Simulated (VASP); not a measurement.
Set up this calculation in VASP 6.6.1, as the native input.

* Task: single point
* Functional: PBE
* Potentials or basis: VASP PAW PBE potentials, release 64 (B, N)
* Cutoff: 520 eV
* k mesh: 12 × 12 × 6
* Occupations: gaussian, width 0.05 eV
* Spin: no spin polarisation
* Dipole correction: no
* Further INCAR settings: ALGO = Normal; EDIFF = 1e-06; NBANDS = 16

The structure of BN lies in POSCAR:

```
BN
1.0
    2.5539396017      0.0000000000      0.0000000000
   -1.2769698009      2.2117765748      0.0000000000
    0.0000000000      0.0000000000      4.2268550000
B N
2 2
Direct
    0.7201536561      0.3724885271      1.0202126471
    0.3868203227      0.7058218604      0.5202126471
    0.6666666667      0.3333333333      0.6252760000
    0.3333333333      0.6666666667      0.1252760000
```

This cell differs from its parent crystal: all B atoms moved +0.150 Å, as atom 1 along Cartesian [1 1 1].

One way to write it, as run:

INCAR

```
  PREC = Accurate
  ENCUT = 520
  EDIFF = 1E-6
  ISMEAR = 0
  SIGMA = 0.05
  LREAL = F
  LASPH = T
  NELM = 100
  ALGO = Normal
  ISIF = 2
  LWAVE = F
  LCHARG = F
  GGA = PE
  NBANDS = 16
```

KPOINTS

```
Automatic mesh
0
Gamma
  12 12 6
```

Potentials or basis: VASP PAW PBE potentials, release 64 (B, N).

Launch:

```console
$ cat potpaw_PBE.64/B/POTCAR potpaw_PBE.64/N/POTCAR > POTCAR
$ mpirun -np 1 vasp_std > vasp.out
```

It gave:

- Pressure: 8.1 GPa
- Largest force: 4.434 eV/Å
- Band gap on the k mesh: 5.17 eV, indirect (least direct gap 7.08 eV)

Caveat: the cell differs from its parent crystal (all B atoms moved +0.150 Å, as atom 1 along Cartesian [1 1 1]); forces of over 1 eV/Å act on the atoms, so gaps and moduli don't describe the material at rest.

Run time: 4.5 min on 1 thread of AMD EPYC 7R13, on a shared host, peak memory 0.21 GiB.
